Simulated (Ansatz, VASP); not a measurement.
One calculation of PbS, two programs

```
Pb S
1.0
     3.65366    0.00000    0.00000
     0.00000    3.65366    0.00000
     0.00000    0.00000    3.65366
Pb S
1 1
Direct
  0.00000 0.00000 0.00000
  0.50000 0.50000 0.50000
```

Alike in both runs: task single point; functional PBE; k mesh 2 × 2 × 2; occupations gaussian, width 0.1 eV; no spin polarisation; Hubbard terms S p U = 1.4 eV.

```csv
,VASP,Ansatz
version,VASP 6.6.1,Ansatz 0.2.0
potentials or method,"VASP PAW PBE potentials, release 64 (Pb_d, S), cutoff 500 eV","scalar-relativistic, plane waves, PAW"
valence electrons in the cell,20,20
```

```csv
,VASP,Ansatz,Ansatz less VASP
gap on the k mesh at the Fermi level (eV),none,none,-
pressure (GPa),-4.0,-3.6,+0.43
```

The programs project onto different local orbitals, so the same U acts differently, and such runs can settle in different states. A gap of «none» marks a metal or a gap that the smearing closes. Ansatz's warnings: filled band counts differ across k points.

The k mesh is coarse, so the values compare programs but aren't converged. Neither program's run includes spin-orbit coupling.
